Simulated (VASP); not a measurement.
Here is a VASP 6.6.1 calculation.

The input POSCAR:

```
In4Bi3P
1.0
   -3.2699003629      3.2699003629      6.5192740095
    3.2699003629     -3.2699003629      6.5192740095
    3.2699003629      3.2699003629     -6.5192740095
P In Bi
1 4 3
Direct
    0.0000000000      0.0000000000      0.0000000000
    0.6554821475      0.6554821475      0.5447588137
    0.8892766662      0.3445178525      0.0000000000
    0.1107233338      0.1107233338      0.4552411863
    0.3445178525      0.8892766662      0.0000000000
    0.2500000000      0.7500000000      0.5000000000
    0.5000000000      0.5000000000      0.0000000000
    0.7500000000      0.2500000000      0.5000000000
```

INCAR.step1

```
SYSTEM = In4Bi3P
ALGO = Normal ; EDIFF = 1E-5
ENCUT = 550 ; GGA = PE
GGA_COMPAT = .False. ; ISMEAR = -1
LASPH = .True. ; LCHARG = .False.
LREAL = .False. ; LWAVE = .True.
NBANDS = 61 ; NELM = 120
PREC = Accurate ; SIGMA = 0.02
```

The input INCAR.step2:

```
SYSTEM = In4Bi3P
ALGO = Normal ; EDIFF = 1E-6
ENCUT = 550 ; GGA_COMPAT = .False.
ISIF = 2 ; ISMEAR = -1
ISTART = 1 ; LASPH = .True.
LCHARG = .True. ; LELF = .True.
LMIXTAU = .True. ; LREAL = .False.
LVHAR = .True. ; LWAVE = .False.
METAGGA = R2SCAN ; NBANDS = 61
NELM = 120 ; PREC = Accurate
SIGMA = 0.02
```

Contents of KPOINTS:

```
k-points
0
Gamma
  6 6 6
  0 0 0
```

Potentials or basis: VASP PAW PBE potentials, release 64 (P, In_d, Bi_d).

Command:

```sh
$ cat potpaw_PBE.64/P/POTCAR potpaw_PBE.64/In_d/POTCAR potpaw_PBE.64/Bi_d/POTCAR > POTCAR
$ cp INCAR.step1 INCAR
$ mpirun -np 1 vasp_std > vasp.out
$ cp INCAR.step2 INCAR
$ mpirun -np 1 vasp_std > vasp.out
```

What does it give for the largest force?

0.006 eV/Å.

Estimate the pressure.

-0.1 GPa.

What does it give for the band gap on the k mesh?

0.02 eV.

Forces on the atoms (eV/Å):
```
P    0.000  0.000  0.000
In   0.004  0.004  0.003
In  -0.004  0.004 -0.003
In  -0.004 -0.004  0.003
In   0.004 -0.004 -0.003
Bi   0.000  0.000  0.000
Bi   0.000  0.000  0.000
Bi   0.000  0.000  0.000
```

Caveat: the smearing spreads over this small gap; the PAW data sets were made with another functional, which shifts forces and pressure a little; spin-orbit coupling is left out, which moves the levels of the heavy elements. A k mesh can miss the band edges.
